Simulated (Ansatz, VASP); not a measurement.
**One calculation of ZnS, two programs**

```
Zn S
1.0
     3.85724    0.00000    0.00000
    -1.92862    3.34047    0.00000
     0.00000    0.00000    6.32998
Zn S
2 2
Direct
  0.33333 0.66667 0.00539
  0.66667 0.33333 0.50539
  0.33333 0.66667 0.37961
  0.66667 0.33333 0.87961
```

Alike in both runs: functional r2SCAN; k mesh 12 × 12 × 6; occupations fermi-dirac, width 0.02 eV; no spin polarisation.

Ansatz relaxed the structure, and its values are those at the end. VASP's run is a single point on that final structure, the one shown.

|  | VASP | Ansatz |
| --- | --- | --- |
| version | VASP 6.6.1 | Ansatz 0.2.0 |
| potentials or method | VASP PAW PBE potentials, release 64 (Zn, S), cutoff 520 eV | PAW plane waves |
| valence electrons in the cell | 36 | 36 |

VASP gave:

- gap on the k mesh at the Fermi level (eV): 2.59
- pressure (GPa): -2.8
- rms of the force components (eV/Å): 0.003

Task: Which values does Ansatz return?

Result: gap on the k mesh at the Fermi level (eV): 2.59; pressure (GPa): -2.8; rms of the force components (eV/Å): 0.005.

VASP's potentials were made for PBE, not for r2SCAN. Ansatz's warnings: stress scf threshold loose.
